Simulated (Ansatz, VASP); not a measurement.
## Al4GeRu: VASP beside Ansatz

Contents of INCAR:

```
  PREC = Accurate
  ENCUT = 520
  EDIFF = 1E-6
  ISMEAR = 0
  SIGMA = 0.1
  LREAL = False
  LASPH = True
  NELM = 100
  ALGO = Fast
  ISIF = 2
  LWAVE = False
  LCHARG = False
  GGA = PE
  NBANDS = 52
```

The input KPOINTS:

```
Automatic mesh
0
Gamma
  4 4 2
```

File POSCAR:

```
Al4GeRu
1.0
    4.5286009392      0.0000000000      0.0000000000
    2.2170673049      4.1276797967      0.0000000000
    2.2343951342      0.0922049013     10.3389975408
Al Ge Ru
8 2 2
Direct
    0.0263122356      0.5731369983      0.9242281909
    0.6553578209      0.2197107153      0.3709534752
    0.4451822869      0.2636848615      0.6884017383
    0.2385924901      0.2406891575      0.1514922410
    0.7939216258      0.6054845512      0.6479906658
    0.5541612489      0.5969100569      0.1661811834
    0.3613830431      0.8894740173      0.9188124249
    0.9653673299      0.6054220368      0.3717179192
    0.6997058294      0.2298519284      0.9247332077
    0.2354983733      0.9595975892      0.4788469585
    0.1062693382      0.9136946172      0.7192770009
    0.9182483779      0.9023434703      0.1373649941
```

Input for Ansatz:

```yaml
crystal:
  lattice:
    - [4.5286009392, 0.0, 0.0]
    - [2.2170673049, 4.1276797967, 0.0]
    - [2.2343951342, 0.0922049013, 10.3389975408]
  atoms:
    - { symbol: Al, position: [0.0263122356, 0.5731369983, 0.9242281909] }
    - { symbol: Al, position: [0.6553578209, 0.2197107153, 0.3709534752] }
    - { symbol: Al, position: [0.4451822869, 0.2636848615, 0.6884017383] }
    - { symbol: Al, position: [0.2385924901, 0.2406891575, 0.151492241] }
    - { symbol: Al, position: [0.7939216258, 0.6054845512, 0.6479906658] }
    - { symbol: Al, position: [0.5541612489, 0.5969100569, 0.1661811834] }
    - { symbol: Al, position: [0.3613830431, 0.8894740173, 0.9188124249] }
    - { symbol: Al, position: [0.9653673299, 0.6054220368, 0.3717179192] }
    - { symbol: Ge, position: [0.6997058294, 0.2298519284, 0.9247332077] }
    - { symbol: Ge, position: [0.2354983733, 0.9595975892, 0.4788469585] }
    - { symbol: Ru, position: [0.1062693382, 0.9136946172, 0.7192770009] }
    - { symbol: Ru, position: [0.9182483779, 0.9023434703, 0.1373649941] }
basis:
  ecutwfc: 420
kpoints:
  mp_grid: { grid: [4, 4, 2] }
hamiltonian:
  xc: pbe
scf:
  occupations: { method: gaussian, width: 0.1 }
  lower_state_search: "off"
output:
  forces: true
  stress: true
  eigenvalues: true
```

Change from the starting cell: the structure that the rattled cell fell into.

Alike in both runs: task single point; functional PBE; k mesh 4 × 4 × 2; occupations gaussian, width 0.1 eV; no spin polarisation.

|  | VASP | Ansatz |
| --- | --- | --- |
| version | VASP 6.6.1 | Ansatz 0.2.0 |
| potentials or method | VASP PAW PBE potentials, release 64 (Al, Ge_d, Ru_pv), cutoff 520 eV | scalar-relativistic, plane waves, PAW |
| valence electrons in the cell | 80 | 84 |

|  | VASP | Ansatz | Ansatz less VASP |
| --- | --- | --- | --- |
| gap on the k mesh at the Fermi level (eV) | none | none | - |
| pressure (GPa) | -0.2 | -0.2 | +0.01 |
| traceless stress, the component that is largest in VASP (GPa) | 0.97 | 0.94 | -0.028 |
| rms of the force components (eV/Å) | 0.060 | 0.061 | +0.0014 |

Atom by atom the forces differ by 0.002 eV/Å (rms over components). A gap of «none» marks a metal or a gap that the smearing closes. With one functional, cell and mesh, what is left measures potentials, basis and numerics. VASP's potentials hold 80 valence electrons a cell and Ansatz's 84, so a difference there can come from the potentials and not from the codes.

The k mesh is coarse, so the values compare programs but aren't converged.
